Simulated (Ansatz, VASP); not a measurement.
## Mn: VASP beside Ansatz

File POSCAR:

```
Mn
1.0
    3.0773847535      0.0000000000      0.0000000000
    0.0000000000      3.0773847535      0.0000000000
    0.0000000000      0.0000000000      3.1601539026
Mn
2
Direct
    0.0000000000      1.0000000000      0.0000000000
    0.5000000000      0.5000000000      0.5000000000
```

File INCAR.step1:

```
ALGO     = Normal         # electronic algorithm
EDIFF    = 1E-4           # SCF threshold, eV
ENCUT    = 520            # plane-wave cutoff, eV
GGA      = PE             # functional
ISMEAR   = -1             # smearing method
ISPIN    = 2              # spin polarisation
LASPH    = T              # aspherical terms in the spheres
LCHARG   = F              # write CHGCAR
LMAXMIX  = 4              # l up to which the mixer works
LREAL    = F              # projectors in reciprocal space
LWAVE    = T              # write WAVECAR
MAGMOM   = 3.842 -3.842   # initial moments
NBANDS   = 24             # bands
NELM     = 150            # most SCF steps
PREC     = Accurate       # precision mode
SIGMA    = 0.05           # smearing width, eV
```

File INCAR.step2:

```
ALGO     = Normal         # electronic algorithm
EDIFF    = 1E-6           # SCF threshold, eV
ENCUT    = 520            # plane-wave cutoff, eV
ISIF     = 2              # what is computed and relaxed
ISMEAR   = -1             # smearing method
ISPIN    = 2              # spin polarisation
ISTART   = 1            
LASPH    = T              # aspherical terms in the spheres
LCHARG   = T              # write CHGCAR
LELF     = T              # ELF
LMAXMIX  = 4              # l up to which the mixer works
LMIXTAU  = T            
LORBIT   = 11             # projections on sites
LREAL    = F              # projectors in reciprocal space
LVHAR    = T            
LWAVE    = F              # write WAVECAR
MAGMOM   = 3.842 -3.842   # initial moments
METAGGA  = R2SCAN         # meta-GGA
NBANDS   = 24             # bands
NELM     = 150            # most SCF steps
PREC     = Accurate       # precision mode
SIGMA    = 0.05           # smearing width, eV
```

File KPOINTS:

```
k-points
0
Gamma
  12 12 11
```

Input for Ansatz:

```yaml
crystal:
  lattice:
    - [3.0773847535, 0.0, 0.0]
    - [0.0, 3.0773847535, 0.0]
    - [0.0, 0.0, 3.1601539026]
  atoms:
    - { symbol: Mn, position: [0.0, 1.0, 0.0], spin: 3.842 }
    - { symbol: Mn, position: [0.5, 0.5, 0.5], spin: -3.842 }
hamiltonian:
  xc: r2scan
  pseudopotentials:
    kind: paw
    azcp:
      Mn: "pseudopotentials/Mn.paw.azcp"
basis:
  ecutwfc: 500
  fft_grid_basis: typed
kpoints:
  mp_grid: { grid: [12, 12, 11], shift: [0, 0, 0] }
magnetization:
  spin_polarized: true
scf:
  occupations: { method: fermi_dirac, width: 0.05 }
  lower_state_search: "off"
output:
  stress: true
```

Alike in both runs: task single point; functional r2SCAN; k mesh 12 × 12 × 11; occupations fermi-dirac, width 0.05 eV; collinear spin.

|  | VASP | Ansatz |
| --- | --- | --- |
| version | VASP 6.6.1 | Ansatz 0.2.0 |
| potentials or method | VASP PAW PBE potentials, release 64 (Mn_pv), cutoff 520 eV | plane waves (500 eV) with PAW, scalar-relativistic |
| valence electrons in the cell | 26 | 30 |

|  | VASP | Ansatz | Ansatz less VASP |
| --- | --- | --- | --- |
| pressure (GPa) | 0.2 | -0.1 | -0.25 |
| traceless stress, the component that is largest in VASP (GPa) | -1.40 | -1.51 | -0.118 |
| net moment per atom (μB) | 0.00 | 0.00 | 0.000 |
| size of the moment on the site where the two differ most (μB) | 3.86 | 3.84 | -0.015 |

VASP's potentials were made for PBE, not for r2SCAN. Site moments also hang on the region over which each program counts them. VASP's potentials hold 26 valence electrons a cell and Ansatz's 30, so a difference there can come from the potentials and not from the codes. Ansatz's warnings: stability check not made.
